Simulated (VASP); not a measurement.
# BiTe (R-3m) in VASP: notebook

Runs on BiTe. Level: r2SCAN. Tasks: single point.

Everything below comes from runs of VASP 6.6.1. Logs are shortened: lines on timing, memory, paths and dates and some standing lists are left out, and cuts for length are marked.

**1. The cell of the first run**

Symmetry: R-3m, No. 166, trigonal system. The conventional cell has a = 4.694 Å, b = 4.694 Å, c = 10.605 Å, α = 90.00°, β = 90.00°, γ = 120.00°. Bi (site symmetry -3m) has 6 Te at 3.24 Å and 6 Bi at 4.45 Å within 4.5 Å. Te (site symmetry -3m) has 6 Bi at 3.24 Å and 6 Te at 4.45 Å within 4.5 Å.

**2. Single point, r2SCAN**

POSCAR

```
BiTe
1.0
    2.3469480198      1.3550110710      3.5349137267
   -2.3469480198      1.3550110710      3.5349137267
    0.0000000000     -2.7100221420      3.5349137267
Bi Te
1 1
Direct
    0.5000000000      0.5000000000      0.5000000000
    0.0000000000      0.0000000000      0.0000000000
```

INCAR.step1

```
PREC     = Accurate       # precision mode
ENCUT    = 520            # plane-wave cutoff, eV
ISMEAR   = -1             # smearing method
SIGMA    = 0.1            # smearing width, eV
LREAL    = False          # projectors in reciprocal space
LASPH    = True           # aspherical terms in the spheres
NELM     = 60             # most SCF steps
NBANDS   = 18             # bands
GGA      = PE             # functional
ALGO     = Normal         # electronic algorithm
EDIFF    = 1E-4           # SCF threshold, eV
LWAVE    = True           # write WAVECAR
LCHARG   = False          # write CHGCAR
```

INCAR.step2

```
PREC     = Accurate       # precision mode
ENCUT    = 520            # plane-wave cutoff, eV
EDIFF    = 1E-6           # SCF threshold, eV
ISMEAR   = -1             # smearing method
SIGMA    = 0.1            # smearing width, eV
LREAL    = False          # projectors in reciprocal space
LASPH    = True           # aspherical terms in the spheres
NELM     = 60             # most SCF steps
ALGO     = Normal         # electronic algorithm
ISIF     = 2              # what is computed and relaxed
LWAVE    = False          # write WAVECAR
LCHARG   = False          # write CHGCAR
METAGGA  = R2SCAN         # meta-GGA
LMIXTAU  = True         
NBANDS   = 18             # bands
ISTART   = 1
```

KPOINTS

```
Automatic mesh
0
Gamma
  12 12 12
```

Potentials or basis: VASP PAW PBE potentials, release 64 (Bi_d, Te).

Launch:

```bash
$ cat potpaw_PBE.64/Bi_d/POTCAR potpaw_PBE.64/Te/POTCAR > POTCAR
$ cp INCAR.step1 INCAR
$ mpirun -np 1 vasp_std > vasp.out
$ cp INCAR.step2 INCAR
$ mpirun -np 1 vasp_std > vasp.out
```

OUTCAR:

```text
PREC = Accurate
   ENCUT = 520
   EDIFF = 1E-6
   ISMEAR = -1
   LREAL = False
   LASPH = True
   NELM = 60
   ISIF = 2
   METAGGA = R2SCAN
   ISTART = 1

 ion  position               nearest neighbor table
   1  0.500  0.500  0.500-   2 3.24   2 3.24   2 3.24   2 3.24   2 3.24   2 3.24
   2  0.000  0.000  0.000-   1 3.24   1 3.24   1 3.24   1 3.24   1 3.24   1 3.24

  LATTYP: Found a trigonal (rhomboedric) cell.
 ALAT       =     4.4541929758
 COS(alpha) =     0.4447368146

  Lattice vectors:

 A1 = (   2.3469480198,   1.3550110710,   3.5349137267)
 A2 = (  -2.3469480198,   1.3550110710,   3.5349137267)
 A3 = (   0.0000000000,  -2.7100221420,   3.5349137267)

Analysis of symmetry for initial positions (statically):
=====================================================================
 Subroutine PRICEL returns:
 Original cell was already a primitive cell.

 Routine SETGRP: Setting up the symmetry group for a
 trigonal (rhombohedral) supercell.

 Subroutine GETGRP returns: Found 12 space group operations
 (whereof 12 operations were pure point group operations)
 out of a pool of 12 trial point group operations.

The static configuration has the point symmetry D_3d.

Analysis of symmetry for dynamics (positions and initial velocities):
=====================================================================
 Subroutine PRICEL returns:
 Original cell was already a primitive cell.

 Routine SETGRP: Setting up the symmetry group for a
 trigonal (rhombohedral) supercell.

 Subroutine GETGRP returns: Found 12 space group operations
 (whereof 12 operations were pure point group operations)
 out of a pool of 12 trial point group operations.

The dynamic configuration has the point symmetry D_3d.

 Subroutine INISYM returns: Found 12 space group operations
 (whereof 12 operations are pure point group operations),
 and found     1 'primitive' translations

----------------------------------------------------------------------------------------

                                     Primitive cell

  volume of cell :      67.4491

  direct lattice vectors                    reciprocal lattice vectors
     2.346948020  1.355011071  3.534913727     0.213042639  0.123000225  0.094297445
    -2.346948020  1.355011071  3.534913727    -0.213042639  0.123000225  0.094297445
     0.000000000 -2.710022142  3.534913727     0.000000000 -0.246000450  0.094297445

  length of vectors
[... 80 lines left out ...]
   ENCUT  =  520.0 eV  38.22 Ry    6.18 a.u.   8.28  8.28  8.28*2*pi/ulx,y,z
   NELM   =     60;   NELMIN=  2; NELMDL=  0     # of ELM steps
   EDIFF  = 0.1E-05   stopping-criterion for ELM
   LREAL  =      F    real-space projection
   EDIFFG = 0.1E-04   stopping-criterion for IOM
   NSW    =      0    number of steps for IOM
   IBRION =     -1    ionic relax: 0-MD 1-quasi-New 2-CG
   NFREE  =      0    steps in history (QN), initial steepest desc. (CG)
   ISIF   =      2    stress and relaxation
   ISYM   =      2    0-nonsym 1-usesym 2-fastsym
   POTIM  = 0.5000    time-step for ionic-motion
   TEBEG  =    0.0;   TEEND  =   0.0 temperature during run
   PSTRESS=    0.0 pullay stress
   NELECT =      21.0000    total number of electrons
   NUPDOWN=      -1.0000    fix difference up-down
   EMIN   =  10.00;   EMAX   =-10.00  energy-range for DOS
   EFERMI =   0.00;   METHOD = LEGACY
   ISMEAR =    -1;   SIGMA  =   0.10  broadening in eV -4-tet -1-fermi 0-gaus
   EFERMI_NEDOS =   21; number of points for ismear=-14 and -15
   IALGO  =     38    algorithm
   IMIX   =      4    mixing-type and parameters
     AMIX     =   0.40;   BMIX     =  1.00
     AMIX_MAG =   1.60;   BMIX_MAG =  1.00
  volume/ion in A,a.u.               =      33.72       227.58
  Fermi-wavevector in a.u.,A,eV,Ry     =   1.109573  2.096789 16.750837  1.231152
  Thomas-Fermi vector in A             =   2.246114
   LORBIT       =      0    0 simple, 1 ext, 2 COOP (PROOUT), +10 PAW based schemes
   METAGGA = R2SCAN    functional components
   LHFCALC =     F    Hartree Fock is set to
   AEXX    =    0.0000 exact exchange contribution
   IVDW    =     0    specifies the selected vdW correction
   LEPSILON=     F    determine dielectric tensor
   LRPA    =     F    only Hartree local field effects (RPA)
 non-spin polarized calculation
  energy-cutoff  :      520.00
  volume of cell :       67.45
 maximum number of plane-waves:      1834
 NGX is ok and might be reduce to    36

 number of electron      21.0000001 magnetization

 Free energy of the ion-electron system (eV)
  ---------------------------------------------------
  ext. energy  EPLUGINS =         0.00000000
  ---------------------------------------------------
  free energy    TOTEN  =       -84.05196054 eV

  energy without entropy =      -84.00551849  energy(sigma->0) =      -84.02873952

 E-fermi :   6.6604     XC(G=0): -10.0234

 val. band max:        6.6543564756   @ k =  -0.0833   0.4167   0.0833
 cond. band min:       6.6821187026   @ k =  -0.1667   0.1667   0.0000
 fundamental gap:      0.0277622270
 Fermi energy:         6.6603887507

 k-point     1 :       0.0000    0.0000    0.0000
  band No.  band energies     occupation
      1     -17.2924      2.00000
      2     -17.2924      2.00000
      3     -17.2832      2.00000
      4     -17.2832      2.00000
      5     -17.2720      2.00000
      6      -7.5288      2.00000
[... 481 lines left out ...]
      5     -17.2664      2.00000
      6      -5.4562      2.00000
[... 10 lines left out ...]
     17      16.4539      0.00000
     18      17.3020      0.00000

 [... further k-points ...]

------------------------ aborting loop because EDIFF is reached ----------------------------------------

  FORCE on cell =-STRESS in cart. coord.  units (eV):
  Direction    XX          YY          ZZ          XY          YZ          ZX
  --------------------------------------------------------------------------------------
  -------------------------------------------------------------------------------------
  Total        0.0189362      0.0189362     -0.0564325      0.0000000      0.0000000      0.0000000
  in kB        0.4498090      0.4498090     -1.3404904      0.0000000      0.0000000      0.0000000
  external PRESSURE =      -0.1469575 kB  Pullay stress =       0.0000000 kB

 VOLUME and BASIS-vectors are now :
 -----------------------------------------------------------------------------
  energy-cutoff  :      520.00
  volume of cell :       67.45
      direct lattice vectors                 reciprocal lattice vectors
     2.346948020  1.355011071  3.534913727     0.213042639  0.123000225  0.094297445
    -2.346948020  1.355011071  3.534913727    -0.213042639  0.123000225  0.094297445
     0.000000000 -2.710022142  3.534913727     0.000000000 -0.246000450  0.094297445

 POSITION                                       TOTAL-FORCE (eV/Angst)
 -----------------------------------------------------------------------------------
      0.00000      0.00000      5.30237         0.000000     -0.000000     -0.000000
      0.00000      0.00000      0.00000        -0.000000      0.000000      0.000000
 -----------------------------------------------------------------------------------
    total drift:                               -0.000000     -0.000000      0.000000

  FREE ENERGIE OF THE ION-ELECTRON SYSTEM (eV)
  ---------------------------------------------------
  free  energy   TOTEN  =       -84.0519605384 eV

  energy  without entropy=      -84.0055184917  energy(sigma->0) =      -84.02873952
```

Wall time 4.8 min (1 thread of Intel Xeon 6975P-C (Granite Rapids), shared host); peak memory 0.38 GiB.

What came out:

| Item | Value |
| --- | --- |
| Free energy | -84.0520 eV |
| Pressure | 0.0 GPa |
| Band gap on the k mesh | zero (an odd number of electrons rules out a gap without spin polarisation) |

Levels at points of the mesh, in eV from the Fermi level:
| k point | band 8 | band 9 | band 10 | band 11 | band 12 | band 13 |
| --- | --- | --- | --- | --- | --- | --- |
| (0.00, 0.00, 0.00) | -3.05 | -3.05 | -2.35 | 2.03 | 2.38 | 2.38 |
| (0.50, 0.00, 0.00) | -2.15 | -2.01 | -1.48 | -0.81 | -0.73 | -0.24 |
| (0.50, 0.50, 0.00) | -6.00 | -4.58 | -4.04 | 2.52 | 3.56 | 3.84 |
| (0.50, 0.50, 0.50) | -2.37 | -2.37 | -2.00 | -1.12 | -1.03 | -1.03 |

Caveat: the PAW data sets were made with another functional, which shifts forces and pressure a little; spin-orbit coupling is left out, which moves the levels of the heavy elements; an odd number of electrons without spin polarisation forces a metal; a magnetic or distorted state may lie lower.

**3. Single point, r2SCAN**

This run uses another cell than the first one, of the same volume but with other edges.

POSCAR

```
BiTe
1.0
    2.4558996751      1.4179143385      3.2282303593
   -2.4558996751      1.4179143385      3.2282303593
    0.0000000000     -2.8358286770      3.2282303593
Bi Te
1 1
Direct
    0.5000000000      0.5000000000      0.5000000000
    0.0000000000      0.0000000000      0.0000000000
```

INCAR.step1 is that of step 2.

INCAR.step2, as its differences from that of step 2:

```diff
@@ -11,5 +11,7 @@
 LWAVE    = False          # write WAVECAR
-LCHARG   = False          # write CHGCAR
+LCHARG   = True           # write CHGCAR
 METAGGA  = R2SCAN         # meta-GGA
 LMIXTAU  = True         
+LELF     = True           # ELF
+LVHAR    = True         
 NBANDS   = 18             # bands
```

KPOINTS is that of step 2.

Potentials or basis: VASP PAW PBE potentials, release 64 (Bi_d, Te).

Launch:

```bash
$ cat potpaw_PBE.64/Bi_d/POTCAR potpaw_PBE.64/Te/POTCAR > POTCAR
$ cp INCAR.step1 INCAR
$ mpirun -np 1 vasp_std > vasp.out
$ cp INCAR.step2 INCAR
$ mpirun -np 1 vasp_std > vasp.out
```

OUTCAR:

```text
PREC = Accurate
   ENCUT = 520
   EDIFF = 1E-6
   ISMEAR = -1
   LREAL = False
   LASPH = True
   NELM = 60
   ISIF = 2
   METAGGA = R2SCAN
   ISTART = 1

 ion  position               nearest neighbor table
   1  0.500  0.500  0.500-   2 3.26   2 3.26   2 3.26   2 3.26   2 3.26   2 3.26
   2  0.000  0.000  0.000-   1 3.26   1 3.26   1 3.26   1 3.26   1 3.26   1 3.26

  LATTYP: Found a trigonal (rhomboedric) cell.
 ALAT       =     4.2969053443
 COS(alpha) =     0.3466593724

  Lattice vectors:

 A1 = (   2.4558996751,   1.4179143385,   3.2282303593)
 A2 = (  -2.4558996751,   1.4179143385,   3.2282303593)
 A3 = (   0.0000000000,  -2.8358286770,   3.2282303593)

Analysis of symmetry for initial positions (statically):
=====================================================================
 Subroutine PRICEL returns:
 Original cell was already a primitive cell.

 Routine SETGRP: Setting up the symmetry group for a
 trigonal (rhombohedral) supercell.

 Subroutine GETGRP returns: Found 12 space group operations
 (whereof 12 operations were pure point group operations)
 out of a pool of 12 trial point group operations.

The static configuration has the point symmetry D_3d.

Analysis of symmetry for dynamics (positions and initial velocities):
=====================================================================
 Subroutine PRICEL returns:
 Original cell was already a primitive cell.

 Routine SETGRP: Setting up the symmetry group for a
 trigonal (rhombohedral) supercell.

 Subroutine GETGRP returns: Found 12 space group operations
 (whereof 12 operations were pure point group operations)
 out of a pool of 12 trial point group operations.

The dynamic configuration has the point symmetry D_3d.

 Subroutine INISYM returns: Found 12 space group operations
 (whereof 12 operations are pure point group operations),
[... 110 lines left out ...]
   EFERMI =   0.00;   METHOD = LEGACY
   ISMEAR =    -1;   SIGMA  =   0.10  broadening in eV -4-tet -1-fermi 0-gaus
   EFERMI_NEDOS =   21; number of points for ismear=-14 and -15
   IALGO  =     38    algorithm
   IMIX   =      4    mixing-type and parameters
     AMIX     =   0.40;   BMIX     =  1.00
     AMIX_MAG =   1.60;   BMIX_MAG =  1.00
  volume/ion in A,a.u.               =      33.72       227.58
  Fermi-wavevector in a.u.,A,eV,Ry     =   1.109573  2.096789 16.750837  1.231152
  Thomas-Fermi vector in A             =   2.246114
   LORBIT       =      0    0 simple, 1 ext, 2 COOP (PROOUT), +10 PAW based schemes
   METAGGA = R2SCAN    functional components
   LHFCALC =     F    Hartree Fock is set to
   AEXX    =    0.0000 exact exchange contribution
   IVDW    =     0    specifies the selected vdW correction
   LEPSILON=     F    determine dielectric tensor
   LRPA    =     F    only Hartree local field effects (RPA)
 non-spin polarized calculation
  energy-cutoff  :      520.00
  volume of cell :       67.45
 maximum number of plane-waves:      1840
   NGX = 15   NGY = 15   NGZ = 15

 number of electron      20.9999992 magnetization

 Free energy of the ion-electron system (eV)
  ---------------------------------------------------
  ext. energy  EPLUGINS =         0.00000000
  ---------------------------------------------------
  free energy    TOTEN  =       -84.04500042 eV

  energy without entropy =      -84.00639966  energy(sigma->0) =      -84.02570004

 E-fermi :   6.5748     XC(G=0): -10.0441

 val. band max:        6.5690376143   @ k =  -0.4167   0.1667   0.0000
 cond. band min:       6.5812421397   @ k =   0.2500   0.1667   0.1667
 fundamental gap:      0.0122045254
 Fermi energy:         6.5748059274

 k-point     1 :       0.0000    0.0000    0.0000
  band No.  band energies     occupation
      1     -17.4098      2.00000
      2     -17.4098      2.00000
      3     -17.3915      2.00000
      4     -17.3915      2.00000
      5     -17.3710      2.00000
      6      -7.4671      2.00000
[... 481 lines left out ...]
      5     -17.3682      2.00000
      6      -5.4706      2.00000
[... 10 lines left out ...]
     17      16.0460      0.00000
     18      17.1969      0.00000

 [... further k-points ...]

------------------------ aborting loop because EDIFF is reached ----------------------------------------

  FORCE on cell =-STRESS in cart. coord.  units (eV):
  Direction    XX          YY          ZZ          XY          YZ          ZX
  --------------------------------------------------------------------------------------
  -------------------------------------------------------------------------------------
  Total       -0.6781263     -0.6781263     -0.1211780      0.0000000     -0.0000000      0.0000000
  in kB      -16.1081166    -16.1081166     -2.8784458      0.0000000     -0.0000000      0.0000000
  external PRESSURE =     -11.6982264 kB  Pullay stress =       0.0000000 kB

 VOLUME and BASIS-vectors are now :
 -----------------------------------------------------------------------------
  energy-cutoff  :      520.00
  volume of cell :       67.45
      direct lattice vectors                 reciprocal lattice vectors
     2.455899675  1.417914338  3.228230359     0.203591378  0.117543537  0.103255746
    -2.455899675  1.417914338  3.228230359    -0.203591378  0.117543537  0.103255746
     0.000000000 -2.835828677  3.228230359     0.000000000 -0.235087074  0.103255746

 POSITION                                       TOTAL-FORCE (eV/Angst)
 -----------------------------------------------------------------------------------
      0.00000      0.00000      4.84235         0.000000      0.000000      0.000000
      0.00000      0.00000      0.00000        -0.000000     -0.000000     -0.000000
 -----------------------------------------------------------------------------------
    total drift:                               -0.000000      0.000000     -0.000000

  FREE ENERGIE OF THE ION-ELECTRON SYSTEM (eV)
  ---------------------------------------------------
  free  energy   TOTEN  =       -84.0450004186 eV

  energy  without entropy=      -84.0063996564  energy(sigma->0) =      -84.02570004
```

OSZICAR.step1:

```text
N       E                     dE             d eps       ncg     rms          rms(c)
DAV:   1     0.157758586605E+03    0.15776E+03   -0.99310E+03  6820   0.113E+03
DAV:   2     0.512261106632E+01   -0.15264E+03   -0.14862E+03  7220   0.304E+02
DAV:   3    -0.689831281805E+01   -0.12021E+02   -0.11901E+02  8304   0.894E+01
DAV:   4    -0.723105770699E+01   -0.33274E+00   -0.33234E+00  8450   0.157E+01
DAV:   5    -0.724369280864E+01   -0.12635E-01   -0.12634E-01  9422   0.292E+00    0.562E+00
DAV:   6    -0.719273999290E+01    0.50953E-01   -0.16812E-01  9772   0.237E+00    0.350E+00
DAV:   7    -0.719623564818E+01   -0.34957E-02   -0.35934E-02  8076   0.922E-01    0.808E-01
DAV:   8    -0.719630860219E+01   -0.72954E-04   -0.48640E-03  8060   0.469E-01    0.156E-01
DAV:   9    -0.719643899590E+01   -0.13039E-03   -0.54161E-04  7940   0.143E-01    0.586E-02
DAV:  10    -0.719643924898E+01   -0.25307E-06   -0.24636E-05  4074   0.311E-02
   1 F= -.71964392E+01 E0= -.71765140E+01  d E =-.398505E-01
```

It took 3 min on 1 thread of Intel Xeon 6975P-C (Granite Rapids), shared host; peak memory 0.35 GiB.

What came out:

```
Free energy            : -84.0450 eV
Pressure               : -1.2 GPa
Band gap on the k mesh : zero (an odd number of electrons rules out a gap without spin polarisation)
```

Levels at points of the mesh, in eV from the Fermi level:
| k point | band 6 | band 7 | band 8 | band 9 | band 10 | band 11 | band 12 | band 13 | band 14 | band 15 |
| --- | --- | --- | --- | --- | --- | --- | --- | --- | --- | --- |
| (0.00, 0.00, 0.00) | -14.04 | -8.52 | -3.18 | -3.18 | -1.64 | 1.89 | 2.80 | 2.80 | 4.34 | 4.34 |
| (0.50, 0.00, 0.00) | -12.03 | -11.81 | -1.97 | -1.93 | -0.95 | -0.92 | -0.58 | 0.57 | 6.97 | 7.10 |
| (0.50, 0.50, 0.00) | -12.13 | -10.32 | -5.82 | -4.82 | -3.31 | 2.86 | 3.02 | 3.75 | 4.66 | 8.39 |
| (0.50, 0.50, 0.50) | -11.59 | -11.28 | -2.60 | -2.60 | -2.43 | -1.65 | -1.42 | -1.42 | 8.81 | 9.25 |

Caveat: the PAW data sets were made with another functional, which shifts forces and pressure a little; spin-orbit coupling is left out, which moves the levels of the heavy elements; an odd number of electrons without spin polarisation forces a metal; a magnetic or distorted state may lie lower.

(Part 1 of 2 ends here.)

The gap in the log of VASP goes by the Fermi energy; the results here count the filled bands.